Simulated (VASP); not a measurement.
Here is a VASP 6.6.1 calculation.

File INCAR:

```
SYSTEM = SbO5
PREC = Accurate
ENCUT = 600
EDIFF = 1E-6
ISMEAR = 0
SIGMA = 0.1
LREAL = .False.
LASPH = .True.
NELM = 80
ALGO = Normal
ISIF = 3
LWAVE = .False.
LCHARG = .False.
GGA = PE
IBRION = 2
NSW = 100
EDIFFG = -0.01
```

The input KPOINTS:

```
Automatic mesh
0
Gamma
  12 12 10
  0 0 0
```

File POSCAR:

```
SbO5
1.0
    4.6260269069      0.0000000000      0.0000000000
   -2.3130134534      4.0062568200      0.0000000000
    0.0000000000      0.0000000000      4.0490274664
Sb O
1 5
Direct
    0.0000000000      0.0000000000      0.0000000000
    0.3333333333      0.6666666667      0.1651179027
    0.3333333333      0.6666666667      0.8348820973
    0.6666666667      0.3333333333      0.8348820973
    0.6666666667      0.3333333333      0.1651179027
    0.0000000000      0.0000000000      0.5000000000
```

Potentials or basis: VASP PAW PBE potentials, release 64 (Sb, O).

Run with:

```console
$ cat potpaw_PBE.64/Sb/POTCAR potpaw_PBE.64/O/POTCAR > POTCAR
$ mpirun -np 1 vasp_std > vasp.out
```

Task: What does it give for the space group after relaxing (to 0.1 Å)?

Result: P6/mmm (No. 191).

Task: Predict the relaxed volume.

Result: 12.36 Å³/atom.

Task: What does it give for the band gap on the k mesh?

Result: Zero (an odd number of electrons rules out a gap without spin polarisation).

Task: Predict the relaxed cell.

Result: a = 4.596 Å, b = 4.596 Å, c = 4.055 Å, α = 90.00°, β = 90.00°, γ = 120.00°.

Final structure:
```
CELL_PARAMETERS angstrom
4.59572 0.00000 0.00000
-2.29786 3.98001 0.00000
0.00000 0.00000 4.05510
ATOMIC_POSITIONS crystal
Sb 0.00000 0.00000 0.00000
O 0.33333 0.66667 0.16639
O 0.33333 0.66667 0.83361
O 0.66667 0.33333 0.83361
O 0.66667 0.33333 0.16639
O 0.00000 0.00000 0.50000
```

Caveat: spin-orbit coupling is left out, which moves the levels of the heavy elements; an odd number of electrons without spin polarisation forces a metal; a magnetic or distorted state may lie lower.
